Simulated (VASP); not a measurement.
# FeO in VASP: a series of runs, part 2 of 2

VASP 6.6.1.

### Step 4. Relaxation of shape and atoms at fixed volume, PBE, collinear spin, ferromagnetic start (9.40 Å³/atom)

This run uses another cell than the first one, of 9.40 Å³/atom.

INCAR

```
PREC     = Accurate       # precision mode
ENCUT    = 600            # plane-wave cutoff, eV
EDIFF    = 1E-7           # SCF threshold, eV
ISMEAR   = 0              # smearing method
SIGMA    = 0.1            # smearing width, eV
LREAL    = False          # projectors in reciprocal space
LASPH    = True           # aspherical terms in the spheres
NELM     = 150            # most SCF steps
ALGO     = Normal         # electronic algorithm
ISIF     = 4              # what is computed and relaxed
LWAVE    = False          # write WAVECAR
LCHARG   = False          # write CHGCAR
ISPIN    = 2              # spin polarisation
MAGMOM   = 3.79 0.35      # initial moments
LORBIT   = 11             # projections on sites
LMAXMIX  = 4              # l up to which the mixer works
GGA      = PE             # functional
IBRION   = 2              # ionic algorithm
NSW      = 50             # ionic steps
EDIFFG   = -0.01          # ionic threshold
```

KPOINTS

```
Automatic mesh
0
Gamma
  18 18 18
```

POSCAR

```
FeO
1.0
    1.4921402248      0.8614875604      2.4372143103
   -1.4921402248      0.8614875604      2.4372143103
    0.0000000000     -1.7229751209      2.4372143103
Fe O
1 1
Direct
    0.0000000000      0.0000000000      0.0000000000
    0.5000000000      0.5000000000      0.5000000000
```

Potentials or basis: VASP PAW PBE potentials, release 64 (Fe, O).

Run with:

```bash
> cat potpaw_PBE.64/Fe/POTCAR potpaw_PBE.64/O/POTCAR > POTCAR
> mpirun -np 1 vasp_std > vasp.out
```

OUTCAR:

```text
PREC = Accurate
   ENCUT = 600
   EDIFF = 1E-7
   ISMEAR = 0
   LREAL = False
   LASPH = True
   NELM = 150
   ISIF = 4
   ISPIN = 2
   LORBIT = 11
   GGA = PE
   IBRION = 2
   NSW = 50
   EDIFFG = -0.01

 ion  position               nearest neighbor table
   1  0.000  0.000  0.000-   2 2.11   2 2.11   2 2.11   2 2.11   2 2.11   2 2.11
   2  0.500  0.500  0.500-   1 2.11   1 2.11   1 2.11   1 2.11   1 2.11   1 2.11

  LATTYP: Found a trigonal (rhomboedric) cell.
 ALAT       =     2.9847373187
 COS(alpha) =     0.5001530567

  Lattice vectors:
[... 986 lines left out ...]

 VOLUME and BASIS-vectors are now :
 -----------------------------------------------------------------------------
  energy-cutoff  :      600.00
  volume of cell :       18.80
      direct lattice vectors                 reciprocal lattice vectors
     1.492140225  0.861487560  2.437214310     0.335089150  0.193463811  0.136768167
    -1.492140225  0.861487560  2.437214310    -0.335089150  0.193463811  0.136768167
     0.000000000 -1.722975121  2.437214310     0.000000000 -0.386927622  0.136768167

 POSITION                                       TOTAL-FORCE (eV/Angst)
 -----------------------------------------------------------------------------------
      0.00000      0.00000      0.00000         0.000000      0.000000      0.000000
      0.00000     -0.00000      3.65582         0.000000      0.000000     -0.000000
 -----------------------------------------------------------------------------------
    total drift:                               -0.000000      0.000000     -0.000000

  FREE ENERGIE OF THE ION-ELECTRON SYSTEM (eV)
  ---------------------------------------------------
  free  energy   TOTEN  =       -14.8867698980 eV

  energy  without entropy=      -14.8808015786  energy(sigma->0) =      -14.88378574

 reached required accuracy - stopping structural energy minimisation

 total charge

# of ion       s       p       d       tot
------------------------------------------
    1        0.306   0.404   6.134   6.844
    2        1.553   3.475   0.000   5.028
--------------------------------------------------
tot          1.860   3.878   6.134  11.872

 magnetization (x)

# of ion       s       p       d       tot
------------------------------------------
    1        0.027   0.023   3.559   3.609
    2        0.033   0.282   0.000   0.315
--------------------------------------------------
tot          0.060   0.305   3.559   3.923
```

OSZICAR:

```text
N       E                     dE             d eps       ncg     rms          rms(c)
DAV:   1     0.849816123899E+02    0.84982E+02   -0.80045E+03 31490   0.143E+03
DAV:   2    -0.110406399308E+02   -0.96022E+02   -0.83559E+02 31764   0.270E+02
DAV:   3    -0.173974649115E+02   -0.63568E+01   -0.61573E+01 34590   0.797E+01
DAV:   4    -0.174646058321E+02   -0.67141E-01   -0.67089E-01 33090   0.803E+00
DAV:   5    -0.174652621707E+02   -0.65634E-03   -0.65633E-03 34030   0.844E-01    0.171E+01
DAV:   6    -0.154026087920E+02    0.20627E+01   -0.18851E+01 37897   0.757E+01    0.187E+01
DAV:   7    -0.149018112609E+02    0.50080E+00   -0.31110E+00 37653   0.432E+01    0.100E+01
DAV:   8    -0.149054909077E+02   -0.36796E-02   -0.18330E-01 36795   0.597E+00    0.580E+00
DAV:   9    -0.148845311791E+02    0.20960E-01   -0.81106E-02 47939   0.548E+00    0.133E+00
DAV:  10    -0.148858597614E+02   -0.13286E-02   -0.24919E-02 42801   0.375E+00    0.312E-01
DAV:  11    -0.148867397712E+02   -0.88001E-03   -0.25962E-03 37673   0.600E-01    0.802E-02
DAV:  12    -0.148867565290E+02   -0.16758E-04   -0.34891E-05 36496   0.859E-02    0.470E-02
DAV:  13    -0.148867686857E+02   -0.12157E-04   -0.30490E-05 42292   0.839E-02    0.155E-02
DAV:  14    -0.148867699337E+02   -0.12480E-05   -0.23401E-06 31355   0.180E-02    0.650E-03
DAV:  15    -0.148867698980E+02    0.35672E-07   -0.31470E-07 31495   0.643E-03
   1 F= -.14886770E+02 E0= -.14883786E+02  d E =-.148868E+02  mag=     3.9996
```

Run time: 9 min. Hardware: 1 thread of Oxide Virtual Turin-like, shared host; peak memory 0.35 GiB.

Results:

```yaml
Free_energy: -14.8868 eV
Pressure_after_relaxing: 13.3 GPa
Band_gap_on_the_k_mesh: zero (filled and empty bands overlap)
Net_moment: 4.00 μB per cell
Site_moments: Fe +3.61; O +0.32 μB
Valence_electrons_inside_the_program's_atomic_spheres: Fe 6.84; O 5.03
```

Final structure:
```
Fe O
1.0
     1.49214    0.86149    2.43721
    -1.49214    0.86149    2.43721
     0.00000   -1.72298    2.43721
Fe O
1 1
Cartesian
  0.0000 0.0000 0.0000
  0.0000 0.0000 3.6558
```

Caveat: the relaxation stopped at its first step, so nothing moved; a cell with one magnetic atom can't hold antiferromagnetic order, which such compounds often take; semilocal functionals often make such compounds metallic where correlation or magnetic order opens a gap, which also shifts bond lengths. With open d or f shells a metallic result of PBE can be an artefact of self-interaction; +U or a hybrid may open a gap.

### Step 5. Summary

```csv
task,cell,cutoff (eV),gap on the mesh (eV),pressure (GPa),moment (μB)
single point,"a = 3.016 Å, angles 60.0°, 2 atoms",520,none,6.2,4.00
single point,"a = 3.077 Å, angles 60.0°, 2 atoms",520,none,-5.1,4.00
relaxation of shape and atoms at fixed volume,"relaxed from a = 2.985 Å, angles 60.0°, 2 atoms",600,none,13.3,4.00
```

Alike in all rows: level PBE; potentials or basis VASP PAW PBE potentials, release 64 (Fe, O); spin collinear, ferromagnetic start; k mesh 18 × 18 × 18; smearing gaussian 0.1 eV.

Caveats: a cell with one magnetic atom can't hold antiferromagnetic order, which such compounds often take; semilocal functionals often make such compounds metallic where correlation or magnetic order opens a gap, which also shifts bond lengths; the cell stands under pressure (at least some runs); the cell stands under tension (at least some runs); the relaxation stopped at its first step, so nothing moved (at least some runs).

Absolute energies hang on the potentials; compare differences alone.
